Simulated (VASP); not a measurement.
Here is a VASP 6.6.1 calculation.

File INCAR:

```
SYSTEM = C
PREC = Accurate
ENCUT = 520
EDIFF = 1E-8
ISMEAR = -1
SIGMA = 0.08
LREAL = .FALSE.
LASPH = .TRUE.
NELM = 60
ALGO = Normal
ISIF = 2
LWAVE = .FALSE.
LCHARG = .FALSE.
GGA = PE
LEFG = .TRUE.
NBANDS = 11
```

File KPOINTS:

```
Automatic mesh
0
G
  20 20 20
  0 0 0
```

File POSCAR:

```
C
1.0
    0.0000000000      1.7834000000      1.8369020000
    1.7834000000      0.0000000000      1.8369020000
    1.7834000000      1.7834000000      0.0000000000
C
2
Direct
    0.5000000000      0.5000000000      0.5000000000
    0.7500000000      0.7500000000      0.7500000000
```

Potentials or basis: VASP PAW PBE potentials, release 64 (C).

The run is started by

```sh
$ cat potpaw_PBE.64/C/POTCAR > POTCAR
$ mpirun -np 1 vasp_std > vasp.out
```

**Question.** What does it give for the band gap on the k mesh?

**Answer.** 3.70 eV, indirect (least direct gap 5.25 eV).

**Question.** Predict the pressure.

**Answer.** -9.9 GPa.

Stress tensor (GPa, compression positive):
```
 -0.81   0.00   0.00
  0.00  -0.81   0.00
  0.00   0.00 -28.23
```

Caveat: the cell differs from its parent crystal (zz strain of +3 %); without QUAD_EFG the Cq values of the log hold for a quadrupole moment of 1 mb, not for the nuclei. A k mesh can miss the band edges.
